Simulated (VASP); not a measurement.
# ZnS (P6_3mc) in VASP: electric field gradients with PBE

Aim: the electric field gradients of ZnS with PBE.

Program: VASP 6.6.1. These are calculated values, not measurements. Logs are shortened: lines on timing, memory, paths and dates and some standing lists are left out, and cuts for length are marked.

## (1) The cell of the first run

It takes space group P6_3mc (No. 186, hexagonal). Conventional cell: a = 3.809 Å, b = 3.809 Å, c = 12.453 Å, α = 90.00°, β = 90.00°, γ = 120.00°. Within 3.1 Å of Zn (site symmetry 3m) lie 4 S at 2.33 to 2.34 Å. Zn (site symmetry 3m) has 4 S at 2.33 Å within 3.1 Å. Within 3.1 Å of S (site symmetry 3m) lie 4 Zn at 2.33 to 2.34 Å. S (site symmetry 3m) has 4 Zn at 2.33 Å within 3.1 Å.

## (2) Electric field gradients, PBE

INCAR

```
SYSTEM = ZnS
PREC = Accurate
ENCUT = 520
EDIFF = 1E-8
ISMEAR = 0
SIGMA = 0.01
LREAL = Auto
LASPH = .TRUE.
NELM = 80
ALGO = Normal
ISIF = 2
LWAVE = .FALSE.
LCHARG = .FALSE.
GGA = PE
LEFG = .TRUE.
NBANDS = 126
```

KPOINTS

```
Automatic mesh
0
G
  4 4 2
  0 0 0
```

POSCAR

```
ZnS
1.0
    5.7134250922      3.2986475150      0.0000000000
   -5.7134250922      3.2986475150      0.0000000000
    0.0000000000      0.0000000000     12.4525986900
Zn S
12 12
Direct
    0.3333333333      0.0000000000      0.7499255000
    0.6666666667      0.6666666667      0.7499255000
    0.0000000000      0.3333333333      0.7499255000
    0.3333333333      0.3333333333      0.2499255000
    0.6666666667      0.0000000000      0.2499255000
    0.0000000000      0.6666666667      0.2499255000
    0.0000000000      0.0000000000      0.5000013000
    0.3333333333      0.6666666667      0.5000013000
    0.6666666667      0.3333333333      0.5000013000
    0.0000000000      0.0000000000      0.0000013000
    0.3333333333      0.6666666667      0.0000013000
    0.6666666667      0.3333333333      0.0000013000
    0.3333333333      0.0000000000      0.9377315200
    0.6666666667      0.6666666667      0.9377315200
    0.0000000000      0.3333333333      0.9377315200
    0.3333333333      0.3333333333      0.4377315200
    0.6666666667      0.0000000000      0.4377315200
    0.0000000000      0.6666666667      0.4377315200
    0.0000000000      0.0000000000      0.6873406800
    0.3333333333      0.6666666667      0.6873406800
    0.6666666667      0.3333333333      0.6873406800
    0.0000000000      0.0000000000      0.1873406800
    0.3333333333      0.6666666667      0.1873406800
    0.6666666667      0.3333333333      0.1873406800
```

Potentials or basis: VASP PAW PBE potentials, release 64 (Zn, S).

Started as:

```console
$ cat potpaw_PBE.64/Zn/POTCAR potpaw_PBE.64/S/POTCAR > POTCAR
$ mpirun -np 1 vasp_std > vasp.out
```

OUTCAR:

```text
SYSTEM = ZnS
   PREC = Accurate
   ENCUT = 520
   EDIFF = 1E-8
   ISMEAR = 0
   LREAL = Auto
   LASPH = .TRUE.
   NELM = 80
   ISIF = 2
   GGA = PE

 ion  position               nearest neighbor table
   1  0.333  0.000  0.750-  19 2.33  20 2.33  21 2.33  13 2.34
   2  0.667  0.667  0.750-  19 2.33  20 2.33  21 2.33  14 2.34
   3  0.000  0.333  0.750-  19 2.33  21 2.33  20 2.33  15 2.34
   4  0.333  0.333  0.250-  22 2.33  23 2.33  24 2.33  16 2.34
   5  0.667  0.000  0.250-  22 2.33  24 2.33  23 2.33  17 2.34
   6  0.000  0.667  0.250-  22 2.33  23 2.33  24 2.33  18 2.34
[... 25 lines left out ...]
 A1 = (   5.7134250922,   3.2986475150,   0.0000000000)
 A2 = (  -5.7134250922,   3.2986475150,   0.0000000000)
 A3 = (   0.0000000000,   0.0000000000,  12.4525986900)

Analysis of symmetry for initial positions (statically):
=====================================================================
 Subroutine PRICEL returns following result:

  LATTYP: Found a hexagonal cell.
 ALAT       =     3.8089500611
 C/A-ratio  =     3.2692995419

  Lattice vectors:

 A1 = (  -1.9044750300,  -3.2986475150,   0.0000000000)
 A2 = (   3.8089500611,   0.0000000000,   0.0000000000)
 A3 = (   0.0000000000,   0.0000000000,  12.4525986900)

   3 primitive cells build up your supercell.

 Routine SETGRP: Setting up the symmetry group for a
 hexagonal supercell.

 Subroutine GETGRP returns: Found 12 space group operations
 (whereof  6 operations were pure point group operations)
 out of a pool of 24 trial point group operations.

The static configuration has the point symmetry C_3v.
 The point group associated with its full space group is C_6v.

Analysis of symmetry for dynamics (positions and initial velocities):
=====================================================================
 Subroutine PRICEL returns following result:

  LATTYP: Found a hexagonal cell.
 ALAT       =     3.8089500611
 C/A-ratio  =     3.2692995419

  Lattice vectors:

[... 170 lines left out ...]
      4     -10.0709      2.00000
      5      -9.8495      2.00000
      6      -9.8495      2.00000
[... 973 lines left out ...]
    119       6.6318      0.00000
    120       6.6318      0.00000
 [bands above 120 left out]

------------------------ aborting loop because EDIFF is reached ----------------------------------------

  FORCE on cell =-STRESS in cart. coord.  units (eV):
  Direction    XX          YY          ZZ          XY          YZ          ZX
  --------------------------------------------------------------------------------------
  -------------------------------------------------------------------------------------
  Total        7.0912259      7.0912259      7.3153669      0.0000000     -0.0000000      0.0000000
  in kB       24.2052439     24.2052439     24.9703287      0.0000000     -0.0000000      0.0000000
  external PRESSURE =      24.4602722 kB  Pullay stress =       0.0000000 kB

 VOLUME and BASIS-vectors are now :
 -----------------------------------------------------------------------------
  energy-cutoff  :      520.00
  volume of cell :      469.38
      direct lattice vectors                 reciprocal lattice vectors
     5.713425092  3.298647515  0.000000000     0.087513180  0.151577275  0.000000000
    -5.713425092  3.298647515  0.000000000    -0.087513180  0.151577275  0.000000000
     0.000000000  0.000000000 12.452598690     0.000000000  0.000000000  0.080304523

 POSITION                                       TOTAL-FORCE (eV/Angst)
 -----------------------------------------------------------------------------------
      1.90448      1.09955      9.33852         0.000000     -0.000000      0.013038
      0.00000      4.39820      9.33852         0.000000     -0.000000      0.013038
     -1.90448      1.09955      9.33852        -0.000000      0.000000      0.013038
      0.00000      2.19910      3.11222         0.000000     -0.000000      0.013038
      3.80895      2.19910      3.11222         0.000000      0.000000      0.013038
     -3.80895      2.19910      3.11222         0.000000      0.000000      0.013038
[... 16 lines left out ...]
     -1.90448      3.29865      2.33288         0.000000      0.000000     -0.007934
      1.90448      3.29865      2.33288         0.000000      0.000000     -0.007934
 -----------------------------------------------------------------------------------
    total drift:                               -0.000000     -0.000014     -0.007784

  FREE ENERGIE OF THE ION-ELECTRON SYSTEM (eV)
  ---------------------------------------------------
  free  energy   TOTEN  =       -82.0840590726 eV

  energy  without entropy=      -82.0840590726  energy(sigma->0) =      -82.08405907

 Electric field gradients (V/A^2)
---------------------------------------------------------------------
 ion       V_xx      V_yy      V_zz      V_xy      V_xz      V_yz
---------------------------------------------------------------------
   1       0.015     0.007    -0.022     0.002     0.000     0.000
   2       0.011     0.014    -0.025    -0.000    -0.000     0.000
   3       0.015     0.007    -0.022    -0.002    -0.000     0.000
   4       0.011     0.014    -0.025    -0.000     0.000    -0.000
   5       0.015     0.007    -0.022     0.002    -0.000    -0.000
   6       0.015     0.007    -0.022    -0.002     0.000    -0.000
[... 16 lines left out ...]
  23      -0.248    -0.248     0.495    -0.000     0.000     0.000
  24      -0.248    -0.248     0.495     0.000    -0.000     0.000
---------------------------------------------------------------------

 Electric field gradients after diagonalization (V/A^2)
 (convention: |V_zz| > |V_xx| > |V_yy|)
----------------------------------------------------------------------
 ion       V_xx      V_yy      V_zz     asymmetry (V_yy - V_xx)/ V_zz
----------------------------------------------------------------------
   1       0.015     0.007    -0.022       0.393
   2       0.014     0.011    -0.025       0.100
   3       0.015     0.007    -0.022       0.393
   4       0.014     0.011    -0.025       0.100
   5       0.015     0.007    -0.022       0.393
   6       0.015     0.007    -0.022       0.393
[... 16 lines left out ...]
  23      -0.248    -0.248     0.495       0.000
  24      -0.248    -0.248     0.495       0.000
----------------------------------------------------------------------

           NMR quadrupolar parameters

 Cq : quadrupolar parameter    Cq=e*Q*V_zz/h
 eta: asymmetry parameters     (V_yy - V_xx)/ V_zz
 Q  : nuclear electric quadrupole moment in mb (millibarn)
----------------------------------------------------------------------
 ion       Cq(MHz)       eta       Q (mb)
----------------------------------------------------------------------
   1      -0.000       0.393       1.000
   2      -0.000       0.100       1.000
   3      -0.000       0.393       1.000
   4      -0.000       0.100       1.000
   5      -0.000       0.393       1.000
   6      -0.000       0.393       1.000
[... 16 lines left out ...]
  23       0.001       0.000       1.000
  24       0.001       0.000       1.000
----------------------------------------------------------------------
```

stdout:

```text
POSCAR found type information on POSCAR ZnS
 POSCAR found :  2 types and      24 ions
 scaLAPACK will be used
 LDA part: xc-table for (Slater+PW92), standard interpolation
 POSCAR, INCAR and KPOINTS ok, starting setup
 FFT: planning ... GRIDC
 FFT: planning ... GRID_SOFT
 FFT: planning ... GRID
 WAVECAR not read
 entering main loop
ion   1

ion   2

ion   3

ion   4

ion   5

ion   6

ion   7

ion   8

ion   9

ion  10

ion  11

ion  12

ion  13

ion  14

ion  15

ion  16

ion  17

ion  18

ion  19

ion  20

ion  21

ion  22

ion  23

ion  24
```

It took 27 min on 1 thread of Intel Xeon Platinum 8259CL at 2.50GHz (Skylake/Cascade Lake), shared host; peak memory 0.7 GiB.

Results:

```yaml
Free_energy: -82.0841 eV
Pressure: 2.4 GPa
Largest_force: 0.015 eV/Å
Band_gap_on_the_k_mesh: 2.19 eV
Largest_electric_field_gradient_by_atom: Zn -0.0, +1.2 (each value once); S +1.4, +0.5 (each value once) V/Å²
```

Forces in eV/Å, atoms in the order of the input:
```
Zn   0.000  0.000  0.013
Zn   0.000  0.000  0.013
Zn   0.000  0.000  0.013
Zn   0.000  0.000  0.013
Zn   0.000  0.000  0.013
Zn   0.000  0.000  0.013
Zn   0.000  0.000  0.009
Zn   0.000  0.000  0.009
Zn   0.000  0.000  0.009
Zn   0.000  0.000  0.009
Zn   0.000  0.000  0.009
Zn   0.000  0.000  0.009
S    0.000  0.000 -0.015
S    0.000  0.000 -0.015
S    0.000  0.000 -0.015
S    0.000  0.000 -0.015
S    0.000  0.000 -0.015
S    0.000  0.000 -0.015
S    0.000  0.000 -0.008
S    0.000  0.000 -0.008
S    0.000  0.000 -0.008
S    0.000  0.000 -0.008
S    0.000  0.000 -0.008
S    0.000  0.000 -0.008
```

Electric field gradients, principal values (V/Å²):
```csv
atom,least,middle,greatest (by size)
1 Zn,0.007,0.015,-0.022
2 Zn,0.011,0.014,-0.025
3 Zn,0.007,0.015,-0.022
4 Zn,0.011,0.014,-0.025
5 Zn,0.007,0.015,-0.022
6 Zn,0.007,0.015,-0.022
7 Zn,-0.596,-0.614,1.210
8 Zn,-0.600,-0.602,1.203
9 Zn,-0.600,-0.602,1.203
10 Zn,-0.596,-0.614,1.210
11 Zn,-0.600,-0.602,1.203
12 Zn,-0.600,-0.602,1.203
13 S,-0.683,-0.684,1.368
14 S,-0.684,-0.684,1.368
15 S,-0.683,-0.684,1.368
16 S,-0.684,-0.684,1.368
17 S,-0.683,-0.684,1.368
18 S,-0.683,-0.684,1.368
19 S,-0.246,-0.248,0.495
20 S,-0.248,-0.248,0.495
21 S,-0.248,-0.248,0.495
22 S,-0.246,-0.248,0.495
23 S,-0.248,-0.248,0.495
24 S,-0.248,-0.248,0.495
```

Caveat: without QUAD_EFG the Cq values of the log hold for a quadrupole moment of 1 mb, not for the nuclei.
